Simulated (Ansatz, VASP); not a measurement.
# One calculation of GaN, two programs

```
CELL_PARAMETERS angstrom
0.00000 2.25350 2.37181
2.25350 0.00000 2.37181
2.25350 2.25350 0.00000
ATOMIC_POSITIONS crystal
Ga 0.00000 0.00000 0.00000
N 0.75000 0.75000 0.75000
```

Change from the starting cell: strain +0.0525 x Voigt [0, 0, 1, 0, 0, 0], atoms carried along.

Alike in both runs: task single point; functional PBE; k mesh 10 × 10 × 10; occupations gaussian, width 0.05 eV; no spin polarisation.

|  | VASP | Ansatz |
| --- | --- | --- |
| version | VASP 6.6.1 | Ansatz 0.2.0 |
| potentials or method | VASP PAW PBE potentials, release 64 (Ga_d, N), cutoff 520 eV | scalar-relativistic, plane waves, PAW |
| valence electrons in the cell | 18 | 18 |

```csv
,VASP,Ansatz,Ansatz less VASP
gap on the k mesh at the Fermi level (eV),1.30,1.30,-0.004
least direct gap on the mesh (eV),1.30,1.30,-0.004
pressure (GPa),-3.9,-4.0,-0.14
"traceless stress, the component that is largest in VASP (GPa)",-4.71,-4.71,0.000
```

The functional is the same, so the differences come from potentials, cutoffs and numerics.
